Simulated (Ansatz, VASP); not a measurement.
**V in VASP and in Ansatz**

```xyz
2
Lattice="2.6043 0.0000 0.0000 -1.3021 2.2554 0.0000 0.0000 0.0000 4.7233" Properties=species:S:1:pos:R:3 pbc="T T T"
V     0.0000    1.5036    1.1808
V     1.3021    0.7518    3.5425
```

Alike in both runs: task single point; functional PBE; k mesh 10 × 10 × 5; occupations fermi-dirac, width 0.05 eV; collinear spin; fixed moment 2 μB.

|  | VASP | Ansatz |
| --- | --- | --- |
| version | VASP 6.6.1 | Ansatz 0.2.0 |
| potentials or method | VASP PAW PBE potentials, release 64 (V_sv) | Ansatz PAW |
| plane-wave cutoff (eV) | 520 | 420 |
| valence electrons in the cell | 26 | 26 |

Ansatz gave:

* pressure (GPa): 3.8
* traceless stress, the component that is largest in VASP (GPa): -4.59
* net moment per atom (μB): 1.00
* size of the moment on the site where the two differ most (μB): 0.81

Question: Estimate VASP's values.

Answer: Pressure (GPa): 4.0; traceless stress, the component that is largest in VASP (GPa): -4.60; net moment per atom (μB): 1.00; size of the moment on the site where the two differ most (μB): 0.85.

Site moments also hang on the region over which each program counts them.
